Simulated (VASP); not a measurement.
Sn: single point with PBEsol

Sn:

```
Sn
1.0
     2.75583    0.00000    0.00000
     0.00000    2.75583    0.00000
     0.00000    0.00000    2.75583
Sn
1
Direct
  0.00000 0.00000 0.00000
```

This cell differs from its parent crystal: volume scaled by 0.75.

* Program: VASP 6.6.1
* Task: single point
* Functional: PBEsol
* Potentials or basis: VASP PAW PBE potentials, release 64 (Sn_d)
* Cutoff: 520 eV
* k mesh: 14 × 14 × 14
* Occupations: fermi-dirac, width 0.1 eV
* Spin: no spin polarisation
* Dipole correction: no
* Further INCAR settings: ALGO = Normal; EDIFF = 1e-07; NBANDS = 13

- Pressure: 31.5 GPa
- Band gap on the k mesh: zero (band 7 reaches 17.95 eV, above the bottom of band 8 at 8.14 eV)

Levels at points of the mesh, in eV from the Fermi level:
| k point | band 5 | band 6 | band 7 | band 8 | band 9 | band 10 |
| --- | --- | --- | --- | --- | --- | --- |
| (0.00, 0.00, 0.00) | -21.36 | -13.48 | 6.50 | 6.50 | 6.50 | 10.14 |
| (0.50, 0.00, 0.00) | -21.33 | -8.82 | -6.72 | 10.43 | 10.43 | 12.30 |
| (0.50, 0.50, 0.00) | -21.08 | -3.82 | -3.31 | -3.31 | 2.19 | 15.38 |
| (0.50, 0.50, 0.50) | -21.06 | 0.07 | 0.07 | 0.07 | 2.40 | 6.16 |

Wall time 20 s on 1 thread of Intel(R) Xeon(R) Platinum 8488C (Sapphire Rapids), on a shared host, peak memory 0.14 GiB.

Caveat: the PAW data sets were made with another functional, which shifts forces and pressure a little; spin-orbit coupling is left out, which moves the levels of the heavy elements.
